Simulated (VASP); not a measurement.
# Pb in VASP: relaxation of the atoms with PBE

Aim: the relaxation of the atoms of Pb with PBE.

Program: VASP 6.6.1. These are calculated values, not measurements. Logs are shortened: lines on timing, memory, paths and dates and some standing lists are left out, and cuts for length are marked.

### Step 1. The cell of the first run

The cell holds a slab with vacuum, 4 atoms: a = 3.429 Å, b = 3.429 Å, c = 22.399 Å, α = 90.00°, β = 90.00°, γ = 109.47°.

### Step 2. Relaxation of the atoms, PBE

File INCAR:

```
  PREC = Accurate
  ENCUT = 450
  EDIFF = 1E-7
  ISMEAR = 0
  SIGMA = 0.1
  LREAL = F
  LASPH = T
  NELM = 120
  ALGO = Normal
  ISIF = 2
  LWAVE = F
  LCHARG = F
  LDIPOL = T
  IDIPOL = 3
  DIPOL = 0.5 0.5 0.500
  GGA = PE
  IBRION = 2
  NSW = 50
  EDIFFG = -0.03
  GGA_COMPAT = F
  NELMIN = 4
  NELMDL = -8
```

File KPOINTS:

```
Automatic mesh
0
Gamma
  5 5 1
```

File POSCAR:

```
Pb
1.0
    3.4288710000      0.0000000000      0.0000000000
   -1.1429569642      3.2327705939      0.0000000000
    0.0000000000      0.0000000000     22.3989845082
Pb
4
Direct
    0.0000000000      0.0000000000      0.3125141677
    0.5000000235      0.5000000235      0.4375047226
    0.0000000470      0.0000000470      0.5624952774
    0.5000000705      0.5000000705      0.6874858323
```

Potentials or basis: VASP PAW PBE potentials, release 64 (Pb_d).

The run is started by

```console
cat potpaw_PBE.64/Pb_d/POTCAR > POTCAR
mpirun -np 1 vasp_std > vasp.out
```

OUTCAR:

```text
PREC = Accurate
   ENCUT = 450
   EDIFF = 1E-7
   ISMEAR = 0
   LREAL = F
   LASPH = T
   NELM = 120
   ISIF = 2
   GGA = PE
   IBRION = 2
   NSW = 50
   EDIFFG = -0.03
   NELMIN = 4
   NELMDL = -8

 ion  position               nearest neighbor table
   1  0.000  0.000  0.313-   2 3.43   2 3.43   2 3.96   2 3.96
   2  0.500  0.500  0.438-   3 3.43   1 3.43   3 3.43   1 3.43   3 3.96   3 3.96   1 3.96   1 3.96

   3  0.000  0.000  0.562-   2 3.43   4 3.43   2 3.43   4 3.43   2 3.96   2 3.96   4 3.96   4 3.96

   4  0.500  0.500  0.687-   3 3.43   3 3.43   3 3.96   3 3.96

  LATTYP: Found a base centered orthorhombic cell.
 ALAT       =     3.9593192208
 B/A-ratio  =     1.4142135458
 C/A-ratio  =     5.6572817849

  Lattice vectors:

 A1 = (   3.4288710000,   0.0000000000,   0.0000000000)
 A2 = (  -1.1429569642,   3.2327705939,   0.0000000000)
 A3 = (   0.0000000000,   0.0000000000,  22.3989845082)

Analysis of symmetry for initial positions (statically):
=====================================================================
 Subroutine PRICEL returns:
 Original cell was already a primitive cell.

 Routine SETGRP: Setting up the symmetry group for a
 base centered orthorhombic supercell.

 Subroutine GETGRP returns: Found  8 space group operations
 (whereof  4 operations were pure point group operations)
 out of a pool of  8 trial point group operations.

The static configuration has the point symmetry C_2v.
 The point group associated with its full space group is D_2h.

Analysis of symmetry for dynamics (positions and initial velocities):
=====================================================================
 Subroutine PRICEL returns:
 Original cell was already a primitive cell.

 Routine SETGRP: Setting up the symmetry group for a
 base centered orthorhombic supercell.

 Subroutine GETGRP returns: Found  8 space group operations
 (whereof  4 operations were pure point group operations)
 out of a pool of  8 trial point group operations.

The dynamic configuration has the point symmetry C_2v.
 The point group associated with its full space group is D_2h.

 Subroutine INISYM returns: Found  8 space group operations
 (whereof  4 operations are pure point group operations),
 and found     1 'primitive' translations

----------------------------------------------------------------------------------------

                                     Primitive cell

  volume of cell :     248.2872

  direct lattice vectors                    reciprocal lattice vectors
     3.428871000  0.000000000  0.000000000     0.291641185  0.103110726  0.000000000
    -1.142956964  3.232770594  0.000000000     0.000000000  0.309332188  0.000000000
     0.000000000  0.000000000 22.398984508     0.000000000  0.000000000  0.044644881

  length of vectors
     3.428871000  3.428871000 22.398984508     0.309332188  0.309332188  0.044644881

  position of ions in fractional coordinates (direct lattice)
     0.000000000  0.000000000  0.312514168
     0.500000024  0.500000024  0.437504723
     0.000000047  0.000000047  0.562495277
     0.500000071  0.500000071  0.687485832

  ion indices of the primitive-cell ions
   primitive index   ion index
                 1           1
                 2           2
                 3           3
                 4           4

----------------------------------------------------------------------------------------

 KPOINTS: Automatic mesh

Automatic generation of k-mesh.
 Grid dimensions read from file:
 generate k-points for:    5    5    1

 Generating k-lattice:

  Cartesian coordinates                     Fractional coordinates (reciprocal lattice)
     0.058328237  0.020622145  0.000000000     0.200000000 -0.000000000  0.000000000
     0.000000000  0.061866438  0.000000000     0.000000000  0.200000000  0.000000000
     0.000000000  0.000000000  0.044644881     0.000000000  0.000000000  1.000000000

  Length of vectors
     0.061866438  0.061866438  0.044644881

  Shift w.r.t. Gamma in fractional coordinates (k-lattice)
     0.000000000  0.000000000  0.000000000

 Subroutine IBZKPT returns following result:
 ===========================================

 Found      9 irreducible k-points:

 Following reciprocal coordinates:
            Coordinates               Weight
  0.000000  0.000000  0.000000      1.000000
  0.200000 -0.000000  0.000000      4.000000
  0.400000  0.000000  0.000000      4.000000
  0.200000  0.200000  0.000000      2.000000
  0.400000  0.200000  0.000000      4.000000
 -0.400000  0.200000  0.000000      4.000000
 -0.200000  0.200000  0.000000      2.000000
  0.400000  0.400000  0.000000      2.000000
 -0.400000  0.400000  0.000000      2.000000
   k-points           NKPTS =      9   k-points in BZ     NKDIM =      9   number of bands    NBANDS=     33
   number of dos      NEDOS =    301   number of ions     NIONS =      4
   total plane-waves  NPLWV =  92160
   dimension x,y,z NGX =    24 NGY =   24 NGZ =  160
   dimension x,y,z NGXF=    48 NGYF=   48 NGZF=  320
   ions per type =               4
   NGX,Y,Z   is equivalent  to a cutoff of  11.64, 11.64, 11.88 a.u.
   NGXF,Y,Z  is equivalent  to a cutoff of  23.27, 23.27, 23.75 a.u.
 SYSTEM =  unknown system
   PREC   = accura    normal or accurate (medium, high low for compatibility)
   ISTART =      0    job   : 0-new  1-cont  2-samecut
   ICHARG =      2    charge: 1-file 2-atom 10-const
   ISPIN  =      1    spin polarized calculation?
   LNONCOLLINEAR =      F non collinear calculations
   LSORBIT =      F    spin-orbit coupling
   LASPH  =      T    aspherical Exc in radial PAW
   ENCUT  =  450.0 eV  33.07 Ry    5.75 a.u.   5.93  5.93 38.74*2*pi/ulx,y,z
   NELM   =    120;   NELMIN=  4; NELMDL= -8     # of ELM steps
   EDIFF  = 0.1E-06   stopping-criterion for ELM
   LREAL  =      F    real-space projection
   EDIFFG = -.3E-01   stopping-criterion for IOM
   NSW    =     50    number of steps for IOM
   IBRION =      2    ionic relax: 0-MD 1-quasi-New 2-CG
   NFREE  =      1    steps in history (QN), initial steepest desc. (CG)
   ISIF   =      2    stress and relaxation
   ISYM   =      2    0-nonsym 1-usesym 2-fastsym
   POTIM  = 0.5000    time-step for ionic-motion
   TEBEG  =    0.0;   TEEND  =   0.0 temperature during run
   PSTRESS=    0.0 pullay stress
   NELECT =      56.0000    total number of electrons
   NUPDOWN=      -1.0000    fix difference up-down
   EMIN   =  10.00;   EMAX   =-10.00  energy-range for DOS
   EFERMI =   0.00;   METHOD = LEGACY
   ISMEAR =     0;   SIGMA  =   0.10  broadening in eV -4-tet -1-fermi 0-gaus
   EFERMI_NEDOS =   21; number of points for ismear=-14 and -15
   IALGO  =     38    algorithm
   IMIX   =      4    mixing-type and parameters
     AMIX     =   0.40;   BMIX     =  1.00
     AMIX_MAG =   1.60;   BMIX_MAG =  1.00
  volume/ion in A,a.u.               =      62.07       418.88
  Fermi-wavevector in a.u.,A,eV,Ry     =   0.996520  1.883150 13.511296  0.993052
  Thomas-Fermi vector in A             =   2.128614
   LORBIT       =      0    0 simple, 1 ext, 2 COOP (PROOUT), +10 PAW based schemes
   GGA     = PE    functional components
   LHFCALC =     F    Hartree Fock is set to
   AEXX    =    0.0000 exact exchange contribution
   IVDW    =     0    specifies the selected vdW correction
   LEPSILON=     F    determine dielectric tensor
   LRPA    =     F    only Hartree local field effects (RPA)
 conjugate gradient relaxation of ions
 non-spin polarized calculation
 Gauss-broadening in eV      SIGMA  =   0.10
  energy-cutoff  :      450.00
  volume of cell :      248.29
 maximum number of plane-waves:      5425
   NGX = 11   NGY = 11   NGZ = 77

 dipolmoment           0.000000      0.000000      0.000000 electrons x Angstroem

--------------------------------------- Ionic step        1  -------------------------------------------

 number of electron      56.0000003 magnetization

 Free energy of the ion-electron system (eV)
  ---------------------------------------------------
  ext. energy  EPLUGINS =         0.00000000
  ---------------------------------------------------
  free energy    TOTEN  =       -13.75789506 eV

  energy without entropy =      -13.75272417  energy(sigma->0) =      -13.75530961

------------------------ aborting loop because EDIFF is reached ----------------------------------------

  FORCE on cell =-STRESS in cart. coord.  units (eV):
  Direction    XX          YY          ZZ          XY          YZ          ZX
  --------------------------------------------------------------------------------------
  -------------------------------------------------------------------------------------
  Total       -1.4316750     -1.6710598      2.6123934     -0.3385412      0.0000000      0.0000000
  in kB       -9.2384831    -10.7832139     16.8575635     -2.1845793      0.0000000      0.0000000
  external PRESSURE =      -1.0547112 kB  Pullay stress =       0.0000000 kB

 VOLUME and BASIS-vectors are now :
 -----------------------------------------------------------------------------
  energy-cutoff  :      450.00
  volume of cell :      248.29
      direct lattice vectors                 reciprocal lattice vectors
     3.428871000  0.000000000  0.000000000     0.291641185  0.103110726  0.000000000
    -1.142956964  3.232770594  0.000000000     0.000000000  0.309332188  0.000000000
     0.000000000  0.000000000 22.398984508     0.000000000  0.000000000  0.044644881
[... 191 lines left out ...]
 POSITION                                       TOTAL-FORCE (eV/Angst)
 -----------------------------------------------------------------------------------
      0.00000      0.00000      6.77011         0.000000      0.000000      0.043329
      1.14296      1.61639      9.71826         0.000000      0.000000     -0.108581
      0.00000      0.00000     12.68073        -0.000000      0.000000      0.108581
      1.14296      1.61639     15.62887         0.000000      0.000000     -0.043329
 -----------------------------------------------------------------------------------
    total drift:                               -0.000248     -0.000350      0.000249

  FREE ENERGIE OF THE ION-ELECTRON SYSTEM (eV)
  ---------------------------------------------------
  free  energy   TOTEN  =       -13.8254655021 eV

  energy  without entropy=      -13.8231346627  energy(sigma->0) =      -13.82430008

--------------------------------------- Ionic step        7  -------------------------------------------

 number of electron      56.0000021 magnetization

 dipolmoment           0.000000      0.000000     -0.000000 electrons x Angstroem

 Free energy of the ion-electron system (eV)
  ---------------------------------------------------
  ext. energy  EPLUGINS =         0.00000000
  ---------------------------------------------------
  free energy    TOTEN  =       -13.82823416 eV

  energy without entropy =      -13.82477145  energy(sigma->0) =      -13.82650280

 E-fermi :   1.5252     XC(G=0):  -5.8161

 val. band max:        1.3980584492   @ k =   0.4000   0.4000   0.0000
 cond. band min:       1.6280231008   @ k =   0.2000   0.2000   0.0000
 fundamental gap:      0.2299646516
 Fermi energy:         1.5251757343

 k-point     1 :       0.0000    0.0000    0.0000
  band No.  band energies     occupation
      1     -15.5055      2.00000
      2     -15.4869      2.00000
      3     -15.4556      2.00000
      4     -15.4526      2.00000
      5     -15.4317      2.00000
      6     -15.4304      2.00000
[... 313 lines left out ...]
     32       2.7631      0.00000
     33       3.7944      0.00000

------------------------ aborting loop because EDIFF is reached ----------------------------------------

 vacuum level on the upper side and lower side of the slab       (xc-potential included)        -0.167        -0.167

  FORCE on cell =-STRESS in cart. coord.  units (eV):
  Direction    XX          YY          ZZ          XY          YZ          ZX
  --------------------------------------------------------------------------------------
  -------------------------------------------------------------------------------------
  Total       -2.1878790     -2.3759191     -0.0227782     -0.2659290      0.0000000      0.0000000
  in kB      -14.1182059    -15.3316140     -0.1469860     -1.7160182      0.0000000      0.0000000
  external PRESSURE =      -9.8656020 kB  Pullay stress =       0.0000000 kB

 VOLUME and BASIS-vectors are now :
 -----------------------------------------------------------------------------
  energy-cutoff  :      450.00
  volume of cell :      248.29
      direct lattice vectors                 reciprocal lattice vectors
     3.428871000  0.000000000  0.000000000     0.291641185  0.103110726  0.000000000
    -1.142956964  3.232770594  0.000000000     0.000000000  0.309332188  0.000000000
     0.000000000  0.000000000 22.398984508     0.000000000  0.000000000  0.044644881

 POSITION                                       TOTAL-FORCE (eV/Angst)
 -----------------------------------------------------------------------------------
      0.00000      0.00000      6.76916         0.000000      0.000000      0.002848
      1.14296      1.61639      9.69264        -0.000000      0.000000     -0.002381
      0.00000      0.00000     12.70634        -0.000000      0.000000      0.002381
      1.14296      1.61639     15.62983        -0.000000      0.000000     -0.002848
 -----------------------------------------------------------------------------------
    total drift:                               -0.000248     -0.000350      0.000249

  FREE ENERGIE OF THE ION-ELECTRON SYSTEM (eV)
  ---------------------------------------------------
  free  energy   TOTEN  =       -13.8282341565 eV

  energy  without entropy=      -13.8247714481  energy(sigma->0) =      -13.82650280

 reached required accuracy - stopping structural energy minimisation

 vacuum level on the upper side and lower side of the slab         5.234         5.234
```

Run time: 5.8 min. Hardware: 1 thread of Intel Xeon Platinum 8124M at 3.00GHz (Skylake/Cascade Lake), shared host; peak memory 0.3 GiB.

What came out:

* Free energy: -13.8282 eV
* Energy gained by relaxing: 17.6 meV/atom
* Ionic steps: 7
* Band gap on the k mesh: zero (bands 28 and 29 overlap by 3.76 eV)

Forces on the atoms (eV/Å):
```
Pb   0.000  0.000  0.003
Pb   0.000  0.000 -0.002
Pb   0.000  0.000  0.002
Pb   0.000  0.000 -0.003
```

Step by step:
| step | energy change (eV) | largest force (eV/Å) | pressure (GPa) |
| --- | --- | --- | --- |
| 1 | 0.0000 | 0.2780 | -0.11 |
| 2 | -0.0081 | 0.2571 | -0.17 |
| 3 | -0.0292 | 0.1955 | -0.34 |
| 4 | -0.0571 | 0.1030 | -0.66 |
| 5 | -0.0619 | 0.1192 | -1.19 |
| 6 | -0.0676 | 0.1086 | -0.99 |
| 7 | -0.0703 | 0.0028 | -0.99 |

Final structure:
```xyz
4
Lattice="3.4289 0.0000 0.0000 -1.1430 3.2328 0.0000 0.0000 0.0000 22.3990" Properties=species:S:1:pos:R:3 pbc="T T T"
Pb    0.0000    0.0000    6.7692
Pb    1.1430    1.6164    9.6926
Pb    0.0000    0.0000   12.7063
Pb    1.1430    1.6164   15.6298
```

Caveat: the k points lie up to 0.39 Å⁻¹ apart, too coarse for converged energies and pressures of a metal; spin-orbit coupling is left out, which moves the levels of the heavy elements.
